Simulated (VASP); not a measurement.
# BaZrO3 (Pm-3m) in VASP: further runs

The runs below take BaZrO3 through single point, with PBE.

Program: VASP 6.6.1. These are calculated values, not measurements. Logs are shortened: lines on timing, memory, paths and dates and some standing lists are left out, and cuts for length are marked.

## (1) The cell of the first run

The structure is cubic, space group Pm-3m (No. 221). The conventional cell has a = 4.181 Å, b = 4.181 Å, c = 4.181 Å, α = 90.00°, β = 90.00°, γ = 90.00°. Within 3.9 Å of Ba (site symmetry m-3m) lie 12 O at 2.96 Å and 8 Zr at 3.62 Å. Zr (site symmetry m-3m) has 6 O at 2.09 Å within 2.8 Å. Within 2.8 Å of O (site symmetry 4/mmm) lie 2 Zr at 2.09 Å.

## (2) Single point, PBE

Input file INCAR:

```
SYSTEM = BaZrO3
PREC     = Accurate       ! precision mode
ENCUT    = 520            ! plane-wave cutoff, eV
EDIFF    = 1E-6           ! SCF threshold, eV
ISMEAR   = 0              ! smearing method
SIGMA    = 0.1            ! smearing width, eV
LREAL    = .FALSE.        ! projectors in reciprocal space
LASPH    = .TRUE.         ! aspherical terms in the spheres
NELM     = 80             ! most SCF steps
ALGO     = Normal         ! electronic algorithm
ISIF     = 2              ! what is computed and relaxed
LWAVE    = .FALSE.        ! write WAVECAR
LCHARG   = .FALSE.        ! write CHGCAR
GGA      = PE             ! functional
NBANDS   = 28             ! bands
```

Input file KPOINTS:

```
regular mesh
0
G
  4 4 4
  0 0 0
```

Input file POSCAR:

```
BaZrO3
1.0
    4.1814999600      0.0000000000      0.0000000000
    0.0000000000      4.1814999600      0.0000000000
    0.0000000000      0.0000000000      4.1814999600
Ba Zr O
1 1 3
Direct
    0.5000000000      0.5000000000      0.5000000000
    0.0000000000      0.0000000000      0.0000000000
    0.5000000000      0.0000000000      0.0000000000
    0.0000000000      0.5000000000      0.0000000000
    0.0000000000      0.0000000000      0.5000000000
```

Potentials or basis: VASP PAW PBE potentials, release 64 (Ba_sv, Zr_sv, O).

Launch:

```
$ cat potpaw_PBE.64/Ba_sv/POTCAR potpaw_PBE.64/Zr_sv/POTCAR potpaw_PBE.64/O/POTCAR > POTCAR
$ mpirun -np 1 vasp_std > vasp.out
```

OUTCAR:

```text
SYSTEM = BaZrO3
   PREC = Accurate
   ENCUT = 520
   EDIFF = 1E-6
   ISMEAR = 0
   LREAL = .FALSE.
   LASPH = .TRUE.
   NELM = 80
   ISIF = 2
   GGA = PE

 ion  position               nearest neighbor table
   1  0.500  0.500  0.500-   3 2.96   4 2.96   5 2.96   3 2.96   4 2.96   3 2.96   5 2.96   3 2.96
                             4 2.96   5 2.96   4 2.96   5 2.96   2 3.62   2 3.62   2 3.62   2 3.62
   2  0.000  0.000  0.000-   3 2.09   4 2.09   5 2.09   5 2.09   4 2.09   3 2.09   1 3.62   1 3.62
                             1 3.62   1 3.62   1 3.62   1 3.62   1 3.62   1 3.62
   3  0.500  0.000  0.000-   2 2.09   2 2.09   1 2.96   1 2.96   1 2.96   1 2.96
   4  0.000  0.500  0.000-   2 2.09   2 2.09   1 2.96   1 2.96   1 2.96   1 2.96
   5  0.000  0.000  0.500-   2 2.09   2 2.09   1 2.96   1 2.96   1 2.96   1 2.96

  LATTYP: Found a simple cubic cell.
 ALAT       =     4.1814999600

  Lattice vectors:

 A1 = (   4.1814999600,   0.0000000000,   0.0000000000)
 A2 = (   0.0000000000,   4.1814999600,   0.0000000000)
 A3 = (   0.0000000000,   0.0000000000,   4.1814999600)

Analysis of symmetry for initial positions (statically):
=====================================================================
 Subroutine PRICEL returns:
 Original cell was already a primitive cell.

 Routine SETGRP: Setting up the symmetry group for a
 simple cubic supercell.

 Subroutine GETGRP returns: Found 48 space group operations
 (whereof 48 operations were pure point group operations)
 out of a pool of 48 trial point group operations.

The static configuration has the point symmetry O_h .

Analysis of symmetry for dynamics (positions and initial velocities):
=====================================================================
 Subroutine PRICEL returns:
 Original cell was already a primitive cell.

 Routine SETGRP: Setting up the symmetry group for a
 simple cubic supercell.

 Subroutine GETGRP returns: Found 48 space group operations
 (whereof 48 operations were pure point group operations)
 out of a pool of 48 trial point group operations.

The dynamic configuration has the point symmetry O_h .

 Subroutine INISYM returns: Found 48 space group operations
 (whereof 48 operations are pure point group operations),
 and found     1 'primitive' translations

----------------------------------------------------------------------------------------

                                     Primitive cell

  volume of cell :      73.1133

  direct lattice vectors                    reciprocal lattice vectors
     4.181499960  0.000000000  0.000000000     0.239148633  0.000000000  0.000000000
     0.000000000  4.181499960  0.000000000     0.000000000  0.239148633  0.000000000
     0.000000000  0.000000000  4.181499960     0.000000000  0.000000000  0.239148633

  length of vectors
     4.181499960  4.181499960  4.181499960     0.239148633  0.239148633  0.239148633

  position of ions in fractional coordinates (direct lattice)
     0.500000000  0.500000000  0.500000000
     0.000000000  0.000000000  0.000000000
     0.500000000  0.000000000  0.000000000
     0.000000000  0.500000000  0.000000000
     0.000000000  0.000000000  0.500000000

  ion indices of the primitive-cell ions
   primitive index   ion index
                 1           1
                 2           2
                 3           3
                 4           4
                 5           5

----------------------------------------------------------------------------------------

 KPOINTS: regular mesh

Automatic generation of k-mesh.
 Grid dimensions read from file:
 generate k-points for:    4    4    4

 Generating k-lattice:

  Cartesian coordinates                     Fractional coordinates (reciprocal lattice)
     0.059787158  0.000000000  0.000000000     0.250000000  0.000000000  0.000000000
     0.000000000  0.059787158  0.000000000     0.000000000  0.250000000  0.000000000
     0.000000000  0.000000000  0.059787158     0.000000000  0.000000000  0.250000000

  Length of vectors
     0.059787158  0.059787158  0.059787158

  Shift w.r.t. Gamma in fractional coordinates (k-lattice)
     0.000000000  0.000000000  0.000000000

 Subroutine IBZKPT returns following result:
 ===========================================

 Found     10 irreducible k-points:

 Following reciprocal coordinates:
            Coordinates               Weight
  0.000000  0.000000  0.000000      1.000000
  0.250000  0.000000  0.000000      6.000000
  0.500000  0.000000  0.000000      3.000000
  0.250000  0.250000  0.000000     12.000000
  0.500000  0.250000  0.000000     12.000000
  0.500000  0.500000  0.000000      3.000000
  0.250000  0.250000  0.250000      8.000000
  0.500000  0.250000  0.250000     12.000000
  0.500000  0.500000  0.250000      6.000000
  0.500000  0.500000  0.500000      1.000000
   k-points           NKPTS =     10   k-points in BZ     NKDIM =     10   number of bands    NBANDS=     28
   number of dos      NEDOS =    301   number of ions     NIONS =      5
   total plane-waves  NPLWV =  32768
   dimension x,y,z NGX =    32 NGY =   32 NGZ =   32
   dimension x,y,z NGXF=    64 NGYF=   64 NGZF=   64
   ions per type =               1   1   3
   NGX,Y,Z   is equivalent  to a cutoff of  12.72, 12.72, 12.72 a.u.
   NGXF,Y,Z  is equivalent  to a cutoff of  25.44, 25.44, 25.44 a.u.
 SYSTEM =  BaZrO3
   PREC   = accura    normal or accurate (medium, high low for compatibility)
   ISTART =      0    job   : 0-new  1-cont  2-samecut
   ICHARG =      2    charge: 1-file 2-atom 10-const
   ISPIN  =      1    spin polarized calculation?
   LNONCOLLINEAR =      F non collinear calculations
   LSORBIT =      F    spin-orbit coupling
   LASPH  =      T    aspherical Exc in radial PAW
   ENCUT  =  520.0 eV  38.22 Ry    6.18 a.u.   7.77  7.77  7.77*2*pi/ulx,y,z
   NELM   =     80;   NELMIN=  2; NELMDL= -5     # of ELM steps
   EDIFF  = 0.1E-05   stopping-criterion for ELM
   LREAL  =      F    real-space projection
   EDIFFG = 0.1E-04   stopping-criterion for IOM
   NSW    =      0    number of steps for IOM
   IBRION =     -1    ionic relax: 0-MD 1-quasi-New 2-CG
   NFREE  =      0    steps in history (QN), initial steepest desc. (CG)
   ISIF   =      2    stress and relaxation
   ISYM   =      2    0-nonsym 1-usesym 2-fastsym
   POTIM  = 0.5000    time-step for ionic-motion
   TEBEG  =    0.0;   TEEND  =   0.0 temperature during run
   PSTRESS=    0.0 pullay stress
   NELECT =      40.0000    total number of electrons
   NUPDOWN=      -1.0000    fix difference up-down
   EMIN   =  10.00;   EMAX   =-10.00  energy-range for DOS
   EFERMI =   0.00;   METHOD = LEGACY
   ISMEAR =     0;   SIGMA  =   0.10  broadening in eV -4-tet -1-fermi 0-gaus
   EFERMI_NEDOS =   21; number of points for ismear=-14 and -15
   IALGO  =     38    algorithm
   IMIX   =      4    mixing-type and parameters
     AMIX     =   0.40;   BMIX     =  1.00
     AMIX_MAG =   1.60;   BMIX_MAG =  1.00
  volume/ion in A,a.u.               =      14.62        98.68
  Fermi-wavevector in a.u.,A,eV,Ry     =   1.338945  2.530239 24.392166  1.792774
  Thomas-Fermi vector in A             =   2.467376
   LORBIT       =      0    0 simple, 1 ext, 2 COOP (PROOUT), +10 PAW based schemes
   GGA     = PE    functional components
   LHFCALC =     F    Hartree Fock is set to
   AEXX    =    0.0000 exact exchange contribution
   IVDW    =     0    specifies the selected vdW correction
   LEPSILON=     F    determine dielectric tensor
   LRPA    =     F    only Hartree local field effects (RPA)
 non-spin polarized calculation
 Gauss-broadening in eV      SIGMA  =   0.10
  energy-cutoff  :      520.00
  volume of cell :       73.11
 maximum number of plane-waves:      1986
 NGX is ok and might be reduce to    32
   NGX = 15   NGY = 15   NGZ = 15

 number of electron      40.0000004 magnetization

 Free energy of the ion-electron system (eV)
  ---------------------------------------------------
  ext. energy  EPLUGINS =         0.00000000
  ---------------------------------------------------
  free energy    TOTEN  =       -41.65697105 eV

  energy without entropy =      -41.65697105  energy(sigma->0) =      -41.65697105

 E-fermi :   4.3366     XC(G=0): -10.8070

 val. band max:        3.8428728663   @ k =   0.5000   0.5000   0.5000
 cond. band min:       7.0411527034   @ k =   0.0000   0.0000   0.0000
 fundamental gap:      3.1982798371
 Fermi energy:         4.3365844698

 k-point     1 :       0.0000    0.0000    0.0000
  band No.  band energies     occupation
      1     -43.1426      2.00000
      2     -21.4538      2.00000
      3     -21.3128      2.00000
      4     -21.3128      2.00000
      5     -21.3128      2.00000
      6     -12.5414      2.00000
[... 20 lines left out ...]
     27      11.3577      0.00000
     28      11.3577      0.00000

 k-point     2 :       0.2500    0.0000    0.0000
  band No.  band energies     occupation
      1     -43.1409      2.00000
      2     -21.6031      2.00000
      3     -21.3092      2.00000
      4     -21.3092      2.00000
      5     -21.2622      2.00000
      6     -12.6007      2.00000
[... 20 lines left out ...]
     27      11.3585      0.00000
     28      11.7696      0.00000

 k-point     3 :       0.5000    0.0000    0.0000
  band No.  band energies     occupation
      1     -43.1391      2.00000
      2     -21.7299      2.00000
      3     -21.3056      2.00000
      4     -21.3056      2.00000
      5     -21.2270      2.00000
      6     -12.7217      2.00000
[... 20 lines left out ...]
     27      11.3419      0.00000
     28      12.4045      0.00000

 k-point     4 :       0.2500    0.2500    0.0000
  band No.  band energies     occupation
      1     -43.1391      2.00000
      2     -21.5913      2.00000
      3     -21.4419      2.00000
      4     -21.3058      2.00000
      5     -21.2468      2.00000
      6     -12.4870      2.00000
[... 144 lines left out ...]
     27      11.5091      0.00000
     28      12.6605      0.00000

 k-point     9 :       0.5000    0.5000    0.2500
  band No.  band energies     occupation
      1     -43.1339      2.00000
      2     -21.5595      2.00000
      3     -21.5595      2.00000
      4     -21.4304      2.00000
      5     -21.3383      2.00000
      6     -11.8708      2.00000
[... 20 lines left out ...]
     27      12.0051      0.00000
     28      13.2823      0.00000

 k-point    10 :       0.5000    0.5000    0.5000
  band No.  band energies     occupation
      1     -43.1322      2.00000
      2     -21.5545      2.00000
      3     -21.5545      2.00000
      4     -21.5545      2.00000
      5     -21.3195      2.00000
      6     -11.3035      2.00000
[... 20 lines left out ...]
     27      13.0315      0.00000
     28      13.0315      0.00000

------------------------ aborting loop because EDIFF is reached ----------------------------------------

  FORCE on cell =-STRESS in cart. coord.  units (eV):
  Direction    XX          YY          ZZ          XY          YZ          ZX
  --------------------------------------------------------------------------------------
  -------------------------------------------------------------------------------------
  Total        2.8968060      2.8968060      2.8968060      0.0000000      0.0000000     -0.0000000
  in kB       63.4795290     63.4795290     63.4795290      0.0000000      0.0000000     -0.0000000
  external PRESSURE =      63.4795290 kB  Pullay stress =       0.0000000 kB

 VOLUME and BASIS-vectors are now :
 -----------------------------------------------------------------------------
  energy-cutoff  :      520.00
  volume of cell :       73.11
      direct lattice vectors                 reciprocal lattice vectors
     4.181499960  0.000000000  0.000000000     0.239148633  0.000000000  0.000000000
     0.000000000  4.181499960  0.000000000     0.000000000  0.239148633  0.000000000
     0.000000000  0.000000000  4.181499960     0.000000000  0.000000000  0.239148633

 POSITION                                       TOTAL-FORCE (eV/Angst)
 -----------------------------------------------------------------------------------
      2.09075      2.09075      2.09075         0.000000      0.000000      0.000000
      0.00000      0.00000      0.00000         0.000000      0.000000      0.000000
      2.09075      0.00000      0.00000         0.000000      0.000000      0.000000
      0.00000      2.09075      0.00000         0.000000      0.000000      0.000000
      0.00000      0.00000      2.09075         0.000000      0.000000      0.000000
 -----------------------------------------------------------------------------------
    total drift:                                0.000000      0.000000     -0.000000

  FREE ENERGIE OF THE ION-ELECTRON SYSTEM (eV)
  ---------------------------------------------------
  free  energy   TOTEN  =       -41.6569710514 eV

  energy  without entropy=      -41.6569710514  energy(sigma->0) =      -41.65697105
```

Run time: 9.3 s. Hardware: 1 thread of Intel Xeon 6975P-C, shared host; peak memory 0.18 GiB.

Results:

```
Free energy            : -41.6570 eV
Pressure               : 6.3 GPa
Band gap on the k mesh : 3.20 eV, indirect (least direct gap 3.41 eV)
```

Levels at points of the mesh, in eV from the valence-band top:
| k point | band 16 | band 17 | band 18 | band 19 | band 20 | band 21 | band 22 | band 23 | band 24 | band 25 |
| --- | --- | --- | --- | --- | --- | --- | --- | --- | --- | --- |
| (0.00, 0.00, 0.00) | -1.00 | -1.00 | -0.22 | -0.22 | -0.22 | 3.20 | 3.20 | 3.20 | 4.66 | 4.66 |
| (0.50, 0.00, 0.00) | -1.74 | -1.74 | -1.70 | -0.44 | -0.44 | 3.65 | 5.75 | 5.75 | 6.46 | 6.72 |
| (0.50, 0.50, 0.00) | -2.43 | -0.93 | -0.93 | -0.77 | -0.08 | 5.72 | 5.72 | 6.49 | 6.54 | 7.74 |
| (0.50, 0.50, 0.50) | -2.54 | -2.54 | 0.00 | 0.00 | 0.00 | 6.01 | 6.01 | 6.01 | 7.06 | 7.06 |

Caveat: spin-orbit coupling is left out, which moves the levels of the heavy elements. A k mesh can miss the band edges.

(Part 1 of 2 ends here.)
